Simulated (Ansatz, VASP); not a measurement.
# One calculation of BiRu, two programs

The input INCAR:

```
SYSTEM = BiRu
ALGO     = Normal         ! electronic algorithm
EDIFF    = 1E-8           ! SCF threshold, eV
ENCUT    = 520            ! plane-wave cutoff, eV
GGA      = PE             ! functional
ISIF     = 2              ! what is computed and relaxed
ISMEAR   = -1             ! smearing method
LASPH    = .TRUE.         ! aspherical terms in the spheres
LCHARG   = .FALSE.        ! write CHGCAR
LEFG     = .TRUE.       
LREAL    = .FALSE.        ! projectors in reciprocal space
LWAVE    = .FALSE.        ! write WAVECAR
NBANDS   = 22             ! bands
NELM     = 60             ! most SCF steps
PREC     = Accurate       ! precision mode
SIGMA    = 0.05           ! smearing width, eV
```

The input KPOINTS:

```
k-points
0
G
  10 10 10
  0 0 0
```

File POSCAR:

```
BiRu
1.0
    0.0000000000      2.8022154449      2.8022154449
    2.8022154449      0.0000000000      2.8022154449
    2.8022154449      2.8022154449      0.0000000000
Ru Bi
1 1
Direct
    0.0000000000      0.0000000000      0.0000000000
    0.5000000000      0.5000000000      0.5000000000
```

Input for Ansatz:

```yaml
crystal:
  lattice:
    - [0.0, 2.8022154449, 2.8022154449]
    - [2.8022154449, 0.0, 2.8022154449]
    - [2.8022154449, 2.8022154449, 0.0]
  atoms:
    - { symbol: Ru, position: [0.0, 0.0, 0.0] }
    - { symbol: Bi, position: [0.5, 0.5, 0.5] }
kpoints:
  mp_grid: { grid: [10, 10, 10] }
scf:
  occupations: { method: fermi_dirac, width: 0.05 }
hamiltonian:
  xc: pbe
  pseudopotentials: { kind: paw }
output:
  forces: true
  stress: true
  eigenvalues: true
  efg: { contact_densities: true }
```

Change from the starting cell: volume scaled by 1.03, PAW files.

Alike in both runs: task electric field gradients; functional PBE; k mesh 10 × 10 × 10; occupations fermi-dirac, width 0.05 eV; no spin polarisation.

|  | VASP | Ansatz |
| --- | --- | --- |
| version | VASP 6.6.1 | Ansatz 0.2.0 |
| potentials or method | VASP PAW PBE potentials, release 64 (Ru_pv, Bi_d) | PAW with Ansatz's default frozen-core files, scalar-relativistic |
| plane-wave cutoff (eV) | 520 | 420 |
| valence electrons in the cell | 29 | 31 |

Ansatz gave:

* pressure (GPa): -3.1

Q: What did VASP give for the same quantities?

A: Pressure (GPa): -3.0.

With one functional, cell and mesh, what is left measures potentials, basis and numerics. VASP's potentials hold 29 valence electrons a cell and Ansatz's 31, so a difference there can come from the potentials and not from the codes.

Spin-orbit coupling is off throughout.
